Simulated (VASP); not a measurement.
# Al3BiO3 (R3m) in VASP: notebook

The runs below take Al3BiO3 through relaxation of cell and atoms, single point, with PBE.

Program: VASP 6.6.1. These are calculated values, not measurements. Logs are shortened: lines on timing, memory, paths and dates and some standing lists are left out, and cuts for length are marked.

## Step 1: The cell of the first run

The structure is trigonal, space group R3m (No. 160). The conventional cell has a = 6.560 Å, b = 6.560 Å, c = 8.040 Å, α = 90.00°, β = 90.00°, γ = 120.00°. Al (site symmetry m) has 3 O at 2.01 Å and 1 Bi at 2.01 Å within 2.7 Å. Within 2.7 Å of Bi (site symmetry 3m) lie 3 Al at 2.01 Å. O (site symmetry m) has 3 Al at 2.01 Å within 2.7 Å.

## Step 2: Relaxation of cell and atoms, PBE

Input file INCAR:

```
SYSTEM = Al3BiO3
ALGO = Normal
EDIFF = 1E-7
EDIFFG = -0.08
ENCUT = 600
GGA = PE
IBRION = 2
ISIF = 3
ISMEAR = 0
LASPH = .True.
LCHARG = .False.
LREAL = .False.
LWAVE = .False.
NELM = 60
NSW = 36
PREC = Accurate
SIGMA = 0.15
```

Input file KPOINTS:

```
k-points
0
Gamma
  3 3 3
  0 0 0
```

Input file POSCAR:

```
Al3BiO3
1.0
    3.2800000000      1.8937088800      2.6800000000
   -3.2800000000      1.8937088800      2.6800000000
    0.0000000000     -3.7874177700      2.6800000000
Al Bi O
3 1 3
Direct
    0.5000000000      0.0001000000      0.5000000000
    0.0001000000      0.5000000000      0.5000000000
    0.5000000000      0.5000000000      0.0001000000
    0.7500000000      0.7500000000      0.7500000000
    0.2500000000      0.2500000000      0.7501000000
    0.2500000000      0.7501000000      0.2500000000
    0.7501000000      0.2500000000      0.2500000000
```

Potentials or basis: VASP PAW PBE potentials, release 64 (Al, Bi_d, O).

Launch:

```
$ cat potpaw_PBE.64/Al/POTCAR potpaw_PBE.64/Bi_d/POTCAR potpaw_PBE.64/O/POTCAR > POTCAR
$ mpirun -np 1 vasp_std > vasp.out
```

OUTCAR:

```text
SYSTEM = Al3BiO3
   EDIFF = 1E-7
   EDIFFG = -0.08
   ENCUT = 600
   GGA = PE
   IBRION = 2
   ISIF = 3
   ISMEAR = 0
   LASPH = .True.
   LREAL = .False.
   NELM = 60
   NSW = 36
   PREC = Accurate

 ion  position               nearest neighbor table
   1  0.500  0.000  0.500-   7 2.01   5 2.01   4 2.01   6 2.01   2 3.28   3 3.28   2 3.28   3 3.28
                             2 3.28   2 3.28   3 3.28   3 3.28
   2  0.000  0.500  0.500-   6 2.01   5 2.01   4 2.01   7 2.01   1 3.28   3 3.28   1 3.28   3 3.28
                             1 3.28   1 3.28   3 3.28   3 3.28
   3  0.500  0.500  0.000-   6 2.01   7 2.01   4 2.01   5 2.01   1 3.28   2 3.28   2 3.28   1 3.28
                             1 3.28   2 3.28   1 3.28   2 3.28
   4  0.750  0.750  0.750-   3 2.01   2 2.01   1 2.01
   5  0.250  0.250  0.750-   1 2.01   2 2.01   3 2.01
   6  0.250  0.750  0.250-   2 2.01   3 2.01   1 2.01
   7  0.750  0.250  0.250-   1 2.01   3 2.01   2 2.01

  LATTYP: Found a trigonal (rhomboedric) cell.
 ALAT       =     4.6397126336
 COS(alpha) =     0.0004707276

  Lattice vectors:

 A1 = (   3.2800000000,   1.8937088800,   2.6800000000)
 A2 = (  -3.2800000000,   1.8937088800,   2.6800000000)
 A3 = (   0.0000000000,  -3.7874177700,   2.6800000000)

Analysis of symmetry for initial positions (statically):
=====================================================================
 Subroutine PRICEL returns:
 Original cell was already a primitive cell.

 Routine SETGRP: Setting up the symmetry group for a
 trigonal (rhombohedral) supercell.

 Subroutine GETGRP returns: Found  6 space group operations
 (whereof  6 operations were pure point group operations)
 out of a pool of 12 trial point group operations.

The static configuration has the point symmetry C_3v.

Analysis of symmetry for dynamics (positions and initial velocities):
=====================================================================
 Subroutine PRICEL returns:
 Original cell was already a primitive cell.

 Routine SETGRP: Setting up the symmetry group for a
 trigonal (rhombohedral) supercell.

 Subroutine GETGRP returns: Found  6 space group operations
 (whereof  6 operations were pure point group operations)
 out of a pool of 12 trial point group operations.

The dynamic configuration has the point symmetry C_3v.

 Subroutine INISYM returns: Found  6 space group operations
 (whereof  6 operations are pure point group operations),
 and found     1 'primitive' translations

----------------------------------------------------------------------------------------

                                     Primitive cell

  volume of cell :      99.8788

  direct lattice vectors                    reciprocal lattice vectors
     3.280000000  1.893708880  2.680000000     0.152439024  0.088010712  0.124378110
    -3.280000000  1.893708880  2.680000000    -0.152439024  0.088010712  0.124378110
     0.000000000 -3.787417770  2.680000000     0.000000000 -0.176021423  0.124378109

  length of vectors
     4.639712634  4.639712634  4.639712638     0.215530637  0.215530637  0.215530637

  position of ions in fractional coordinates (direct lattice)
     0.500000000  0.000100000  0.500000000
     0.000100000  0.500000000  0.500000000
     0.500000000  0.500000000  0.000100000
     0.750000000  0.750000000  0.750000000
     0.250000000  0.250000000  0.750100000
     0.250000000  0.750100000  0.250000000
     0.750100000  0.250000000  0.250000000

  ion indices of the primitive-cell ions
   primitive index   ion index
                 1           1
                 2           2
                 3           3
                 4           4
                 5           5
                 6           6
                 7           7

----------------------------------------------------------------------------------------

 KPOINTS: k-points

Automatic generation of k-mesh.
 Grid dimensions read from file:
 generate k-points for:    3    3    3

 Generating k-lattice:

  Cartesian coordinates                     Fractional coordinates (reciprocal lattice)
     0.050813008  0.029336904  0.041459370     0.333333333 -0.000000000  0.000000000
    -0.050813008  0.029336904  0.041459370    -0.000000000  0.333333333  0.000000000
     0.000000000 -0.058673808  0.041459370     0.000000000  0.000000000  0.333333333

  Length of vectors
     0.071843546  0.071843546  0.071843546

  Shift w.r.t. Gamma in fractional coordinates (k-lattice)
     0.000000000  0.000000000  0.000000000

 Subroutine IBZKPT returns following result:
 ===========================================

 Found      6 irreducible k-points:

 Following reciprocal coordinates:
            Coordinates               Weight
  0.000000  0.000000  0.000000      1.000000
  0.333333  0.000000  0.000000      6.000000
  0.333333  0.333333  0.000000      6.000000
 -0.333333  0.333333  0.000000      6.000000
  0.333333  0.333333  0.333333      2.000000
 -0.333333  0.333333  0.333333      6.000000
   k-points           NKPTS =      6   k-points in BZ     NKDIM =      6   number of bands    NBANDS=     25
   number of dos      NEDOS =    301   number of ions     NIONS =      7
   total plane-waves  NPLWV =  64000
   dimension x,y,z NGX =    40 NGY =   40 NGZ =   40
   dimension x,y,z NGXF=    80 NGYF=   80 NGZF=   80
   ions per type =               3   1   3
   NGX,Y,Z   is equivalent  to a cutoff of  14.33, 14.33, 14.33 a.u.
   NGXF,Y,Z  is equivalent  to a cutoff of  28.66, 28.66, 28.66 a.u.
 SYSTEM =  Al3BiO3
   PREC   = accura    normal or accurate (medium, high low for compatibility)
   ISTART =      0    job   : 0-new  1-cont  2-samecut
   ICHARG =      2    charge: 1-file 2-atom 10-const
   ISPIN  =      1    spin polarized calculation?
   LNONCOLLINEAR =      F non collinear calculations
   LSORBIT =      F    spin-orbit coupling
   LASPH  =      T    aspherical Exc in radial PAW
   ENCUT  =  600.0 eV  44.10 Ry    6.64 a.u.   9.27  9.27  9.27*2*pi/ulx,y,z
   NELM   =     60;   NELMIN=  2; NELMDL= -5     # of ELM steps
   EDIFF  = 0.1E-06   stopping-criterion for ELM
   LREAL  =      F    real-space projection
   EDIFFG = -.8E-01   stopping-criterion for IOM
   NSW    =     36    number of steps for IOM
   IBRION =      2    ionic relax: 0-MD 1-quasi-New 2-CG
   NFREE  =      1    steps in history (QN), initial steepest desc. (CG)
   ISIF   =      3    stress and relaxation
   ISYM   =      2    0-nonsym 1-usesym 2-fastsym
   POTIM  = 0.5000    time-step for ionic-motion
   TEBEG  =    0.0;   TEEND  =   0.0 temperature during run
   PSTRESS=    0.0 pullay stress
   NELECT =      42.0000    total number of electrons
   NUPDOWN=      -1.0000    fix difference up-down
   EMIN   =  10.00;   EMAX   =-10.00  energy-range for DOS
   EFERMI =   0.00;   METHOD = LEGACY
   ISMEAR =     0;   SIGMA  =   0.15  broadening in eV -4-tet -1-fermi 0-gaus
   EFERMI_NEDOS =   21; number of points for ismear=-14 and -15
   IALGO  =     38    algorithm
   IMIX   =      4    mixing-type and parameters
     AMIX     =   0.40;   BMIX     =  1.00
     AMIX_MAG =   1.60;   BMIX_MAG =  1.00
  volume/ion in A,a.u.               =      14.27        96.29
  Fermi-wavevector in a.u.,A,eV,Ry     =   1.226498  2.317745 20.467212  1.504298
  Thomas-Fermi vector in A             =   2.361497
   LORBIT       =      0    0 simple, 1 ext, 2 COOP (PROOUT), +10 PAW based schemes
   GGA     = PE    functional components
   LHFCALC =     F    Hartree Fock is set to
   AEXX    =    0.0000 exact exchange contribution
   IVDW    =     0    specifies the selected vdW correction
   LEPSILON=     F    determine dielectric tensor
   LRPA    =     F    only Hartree local field effects (RPA)
 conjugate gradient relaxation of ions
 non-spin polarized calculation
 Gauss-broadening in eV      SIGMA  =   0.15
  energy-cutoff  :      600.00
  volume of cell :       99.88
 maximum number of plane-waves:      3354
 NGX is ok and might be reduce to    40
   NGX = 19   NGY = 19   NGZ = 19

--------------------------------------- Ionic step        1  -------------------------------------------

 number of electron      41.9999997 magnetization

 Free energy of the ion-electron system (eV)
  ---------------------------------------------------
  ext. energy  EPLUGINS =         0.00000000
  ---------------------------------------------------
  free energy    TOTEN  =       -31.18279172 eV

  energy without entropy =      -31.18243464  energy(sigma->0) =      -31.18261318

------------------------ aborting loop because EDIFF is reached ----------------------------------------

  FORCE on cell =-STRESS in cart. coord.  units (eV):
  Direction    XX          YY          ZZ          XY          YZ          ZX
  --------------------------------------------------------------------------------------
  -------------------------------------------------------------------------------------
  Total       32.5495528     32.5495528     -0.3911115      0.0000000      0.0000000      0.0000000
  in kB      522.1346370    522.1346372     -6.2739068      0.0000000      0.0000000      0.0000000
  external PRESSURE =     345.9984558 kB  Pullay stress =       0.0000000 kB
[... 28 lines left out ...]
--------------------------------------- Ionic step        2  -------------------------------------------

 number of electron      42.0000004 magnetization

 E-fermi :   3.4735     XC(G=0):  -8.6388

 val. band max:        3.4654420754   @ k =   0.3333   0.0000   0.0000
 cond. band min:       3.4904312109   @ k =  -0.3333   0.3333   0.0000
 fundamental gap:      0.0249891355
 Fermi energy:         3.4735362081

 k-point     1 :       0.0000    0.0000    0.0000
  band No.  band energies     occupation
      1     -19.1022      2.00000
      2     -19.0551      2.00000
      3     -19.0551      2.00000
      4     -18.9331      2.00000
      5     -18.9331      2.00000
      6     -15.1322      2.00000
[... 232 lines left out ...]
  FREE ENERGIE OF THE ION-ELECTRON SYSTEM (eV)
  ---------------------------------------------------
  free  energy   TOTEN  =       -39.9857168635 eV

  energy  without entropy=      -39.9400781444  energy(sigma->0) =      -39.96289750

 E-fermi :   5.9715     XC(G=0):  -9.7844

 val. band max:        5.8622401952   @ k =  -0.3333   0.3333   0.0000
 cond. band min:       7.7146176576   @ k =   0.3333   0.0000   0.0000
 fundamental gap:      1.8523774624
 Fermi energy:         5.9714888053

 k-point     1 :       0.0000    0.0000    0.0000
  band No.  band energies     occupation
      1     -15.5953      2.00000
      2     -15.5953      2.00000
      3     -15.5800      2.00000
      4     -15.5800      2.00000
      5     -15.5691      2.00000
      6     -14.5793      2.00000
[... 157 lines left out ...]
     24       9.7111      0.00000
     25      10.2728      0.00000

[... ionic steps 4 to 17 ...]

--------------------------------------- Ionic step       18  -------------------------------------------

 number of electron      42.0000002 magnetization

------------------------ aborting loop because EDIFF is reached ----------------------------------------
[... 77 lines left out ...]
--------------------------------------- Ionic step       20  -------------------------------------------

 number of electron      42.0000007 magnetization

 Free energy of the ion-electron system (eV)
  ---------------------------------------------------
  ext. energy  EPLUGINS =         0.00000000
  ---------------------------------------------------
  free energy    TOTEN  =       -43.03081300 eV

  energy without entropy =      -43.03077787  energy(sigma->0) =      -43.03079544

 E-fermi :   6.6654     XC(G=0): -10.1186

 val. band max:        6.2700016661   @ k =  -0.3333   0.3333   0.0000
 cond. band min:       7.0091198429   @ k =   0.0000   0.0000   0.0000
 fundamental gap:      0.7391181768
 Fermi energy:         6.6654296423

 k-point     1 :       0.0000    0.0000    0.0000
  band No.  band energies     occupation
      1     -14.8728      2.00000
      2     -14.8728      2.00000
      3     -14.8365      2.00000
      4     -14.8365      2.00000
      5     -14.8064      2.00000
      6     -14.0083      2.00000
[... 191 lines left out ...]
  FREE ENERGIE OF THE ION-ELECTRON SYSTEM (eV)
  ---------------------------------------------------
  free  energy   TOTEN  =       -43.0308130041 eV

  energy  without entropy=      -43.0307778722  energy(sigma->0) =      -43.03079544

 reached required accuracy - stopping structural energy minimisation
```

Wall time 5.6 min (1 thread of Intel Xeon Platinum 8488C (Sapphire Rapids), shared host); peak memory 0.26 GiB.

Results:

| Item | Value |
| --- | --- |
| Free energy | -43.0308 eV |
| Relaxed volume | 15.06 Å³/atom |
| Relaxed cell | a = 4.829 Å, b = 4.829 Å, c = 4.829 Å, α = 101.01°, β = 101.01°, γ = 101.01° |
| Space group after relaxing (to 0.05 Å) | R3m (No. 160) |
| Energy gained by relaxing | 1692.6 meV/atom |
| Ionic steps | 20 |
| Pressure after relaxing | 0.0 GPa |
| Largest force after relaxing | 0.043 eV/Å |
| Band gap on the k mesh | 0.74 eV, indirect (least direct gap 0.80 eV) |

Forces in eV/Å, atoms in the order of the input:
```
Al  -0.028  0.016 -0.028
Al   0.028  0.016 -0.028
Al   0.000 -0.032 -0.028
Bi   0.000  0.000 -0.009
O    0.000 -0.015  0.031
O   -0.013  0.008  0.031
O    0.013  0.008  0.031
```

The path:
| step | energy change (eV) | largest force (eV/Å) | pressure (GPa) | volume (Å³) |
| --- | --- | --- | --- | --- |
| 1 | 0.0000 | 14.7379 | 34.60 | 99.88 |
| 2 | -5.8140 | 1.9779 | -15.97 | 149.31 |
| 3 | -8.8029 | 1.6251 | -9.73 | 121.44 |
| 4 | -8.8266 | 1.6509 | -9.26 | 120.68 |
| 5 | -8.8570 | 1.7459 | -7.38 | 118.04 |
| 6 | -9.6490 | 1.3377 | 1.26 | 107.58 |
| 7 | -9.7321 | 1.2969 | 6.26 | 103.40 |
| 8 | -10.3865 | 1.2367 | 3.44 | 105.90 |
| 9 | -11.0735 | 2.1698 | -0.06 | 112.69 |
| 10 | -11.1552 | 1.8928 | 0.40 | 110.82 |
| 11 | -11.4889 | 0.8868 | -4.59 | 113.40 |
| 12 | -11.4897 | 0.8754 | -4.74 | 113.49 |
| 13 | -11.6903 | 0.8134 | -1.08 | 108.04 |
| 14 | -11.7150 | 0.7599 | 1.33 | 105.29 |
| 15 | -11.7970 | 0.2270 | 1.28 | 104.87 |
| 16 | -11.8191 | 0.3232 | 1.33 | 104.50 |
| 17 | -11.8366 | 0.2673 | -0.93 | 106.31 |
| 18 | -11.8368 | 0.2683 | -0.75 | 106.15 |
| 19 | -11.8463 | 0.1104 | -0.28 | 105.72 |
| 20 | -11.8480 | 0.0425 | 0.02 | 105.45 |

Final structure:
```
CELL_PARAMETERS angstrom
3.72656 2.15153 2.19191
-3.72656 2.15153 2.19191
0.00000 -4.30306 2.19191
ATOMIC_POSITIONS crystal
Al 0.46378 0.02292 0.46378
Al 0.02292 0.46378 0.46378
Al 0.46378 0.46378 0.02292
Bi 0.87038 0.87038 0.87038
O 0.26716 0.26716 0.64502
O 0.26716 0.64502 0.26716
O 0.64502 0.26716 0.26716
```

Caveat: the k points lie up to 0.45 Å⁻¹ apart in the final cell; spin-orbit coupling is left out, which moves the levels of the heavy elements; the relaxation stopped at a loose force limit of 0.08 eV/Å, so its end isn't a converged minimum.

(Continued in part 2 of 2.)
